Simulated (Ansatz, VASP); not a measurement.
# Two plane-wave programs on InGa2As3

The input INCAR:

```
PREC = Accurate
ENCUT = 520
EDIFF = 1E-7
ISMEAR = -1
SIGMA = 0.02
LREAL = False
LASPH = True
NELM = 100
ALGO = Normal
ISIF = 2
LWAVE = False
LCHARG = False
GGA = PE
NBANDS = 36
```

The input KPOINTS:

```
regular mesh
0
Gamma
  8 8 8
```

POSCAR

```
InGa2As3
1.0
   -2.0505567990      6.1616740776      2.9137567970
    2.0505567990     -6.1616740776      2.9137567970
    2.0505567990      6.1616740776     -2.9137567970
Ga As In
2 3 1
Direct
    0.6695360979      1.0005095567      0.6690265413
    0.3314830154      0.0005095567      0.3309734587
    0.4375258999      0.2626395095      0.1748863904
    0.0877531191      0.2626395095      0.8251136096
    0.7230737422      0.2230737422      0.5000000000
    0.0006281254      0.0006281254      0.0000000000
```

Input for Ansatz:

```yaml
crystal:
  lattice:
    - [-2.050556799, 6.1616740776, 2.913756797]
    - [2.050556799, -6.1616740776, 2.913756797]
    - [2.050556799, 6.1616740776, -2.913756797]
  atoms:
    - { symbol: Ga, position: [0.6695360979, 1.0005095567, 0.6690265413] }
    - { symbol: As, position: [0.4375258999, 0.2626395095, 0.1748863904] }
    - { symbol: Ga, position: [0.3314830154, 0.0005095567, 0.3309734587] }
    - { symbol: As, position: [0.0877531191, 0.2626395095, 0.8251136096] }
    - { symbol: In, position: [0.0006281254, 0.0006281254, 0.0] }
    - { symbol: As, position: [0.7230737422, 0.2230737422, 0.5] }
kpoints:
  mp_grid: { grid: [8, 8, 8] }
  band_path:
    path:
      - [[0.0, 0.0, 0.0], [0.5, -0.5, 0.5], [0.2776876547243, -0.2776876547243, 0.7223123452757]]
      - [[-0.2776876547243, 0.2776876547243, 0.2776876547243], [0.0, 0.0, 0.0], [0.3059048083293, 0.3059048083293, -0.3059048083293]]
      - [[0.6940951916707, -0.3059048083293, 0.3059048083293], [0.5, -0.5, 0.5]]
      - [[0.0, 0.0, 0.0], [-2.901424124701e-18, 0.5, 2.901424124701e-18], [0.25, 0.25, 0.25], [0.5, -2.901424124701e-18, 2.901424124701e-18], [0.0, 0.0, 0.0], [-5.532946462494e-18, 5.532946462494e-18, 0.5], [0.25, 0.25, 0.25]]
    npoints: 10
hamiltonian:
  xc: pbe
scf:
  occupations: { method: fermi_dirac, width: 0.02 }
  n_extra_bands: 5
output:
  forces: true
  stress: true
  eigenvalues: true
  write_density: true
  write_potential: true
  elf: true
  volumetric_format: npy
```

Alike in both runs: task single point; functional PBE; k mesh 8 × 8 × 8; occupations fermi-dirac, width 0.02 eV; no spin polarisation.

|  | VASP | Ansatz |
| --- | --- | --- |
| version | VASP 6.6.1 | Ansatz 0.2.0 |
| potentials or method | VASP PAW PBE potentials, release 64 (Ga_d, As, In_d) | plane waves, PAW |
| plane-wave cutoff (eV) | 520 | 420 |
| valence electrons in the cell | 54 | 84 |

```csv
,VASP,Ansatz,Ansatz less VASP
pressure (GPa),2.6,2.5,-0.14
rms of the force components (eV/Å),0.013,0.012,-0.0014
```

VASP's potentials hold 54 valence electrons a cell and Ansatz's 84, so a difference there can come from the potentials and not from the codes.
